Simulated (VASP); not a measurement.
A run of VASP 6.6.1 is set up as follows.

File POSCAR:

```
CrB2
1.0
    2.9700000000      0.0000000000      0.0000000000
   -1.4850000000      2.5720954500      0.0000000000
    0.0000000000      0.0000000000      3.0700000000
Cr B
1 2
Direct
    0.0000000000      0.0000000000      0.0000000000
    0.3333333300      0.6666666700      0.5000000000
    0.6666666700      0.3333333300      0.5000000000
```

The input INCAR.step1:

```
PREC = Accurate
ENCUT = 600
ISMEAR = 1
SIGMA = 0.1
LREAL = False
LASPH = True
NELM = 150
ISPIN = 2
MAGMOM = 3 0 0
LMAXMIX = 4
GGA = PE
ALGO = Normal
EDIFF = 1E-4
LWAVE = True
LCHARG = False
```

INCAR.step2

```
PREC = Accurate
ENCUT = 600
EDIFF = 1E-6
ISMEAR = 1
SIGMA = 0.1
LREAL = False
LASPH = True
NELM = 150
ALGO = Normal
ISIF = 3
LWAVE = False
LCHARG = False
ISPIN = 2
MAGMOM = 3 0 0
LORBIT = 11
LMAXMIX = 4
METAGGA = R2SCAN
LMIXTAU = True
IVDW = 13
VDW_S6 = 1.0
VDW_S8 = 0.6018749
VDW_A1 = 0.51559235
VDW_A2 = 5.77342911
IBRION = 2
NSW = 80
EDIFFG = -0.01
ISTART = 1
```

KPOINTS

```
Automatic mesh
0
Gamma
  10 10 8
```

Potentials or basis: VASP PAW PBE potentials, release 64 (Cr_pv, B).

Launch:

```bash
$ cat potpaw_PBE.64/Cr_pv/POTCAR potpaw_PBE.64/B/POTCAR > POTCAR
$ cp INCAR.step1 INCAR
$ mpirun -np 1 vasp_std > vasp.out
$ cp INCAR.step2 INCAR
$ mpirun -np 1 vasp_std > vasp.out
```

Task: Predict the site moments.

Result: Cr +2.15; B -0.07 μB.

Task: Predict the net moment.

Result: 2.01 μB per cell.

Task: What does it give for the relaxed cell?

Result: a = 2.973 Å, b = 2.973 Å, c = 3.046 Å, α = 90.00°, β = 90.00°, γ = 120.00°.

Task: Estimate the space group after relaxing (to 0.1 Å).

Result: P6/mmm (No. 191).

The path:
| step | energy change (eV) | largest force (eV/Å) | pressure (GPa) | volume (Å³) |
| --- | --- | --- | --- | --- |
| 1 | 0.0000 | 0.0000 | -1.08 | 23.45 |
| 2 | -0.0017 | 0.0000 | 0.59 | 23.27 |
| 3 | -0.0017 | 0.0000 | 0.56 | 23.27 |
| 4 | -0.0018 | 0.0000 | -0.38 | 23.34 |
| 5 | -0.0018 | 0.0000 | 0.00 | 23.31 |

Caveat: the PAW data sets were made with another functional, which shifts forces and pressure a little; a cell with one magnetic atom can't hold antiferromagnetic order, which such compounds often take.
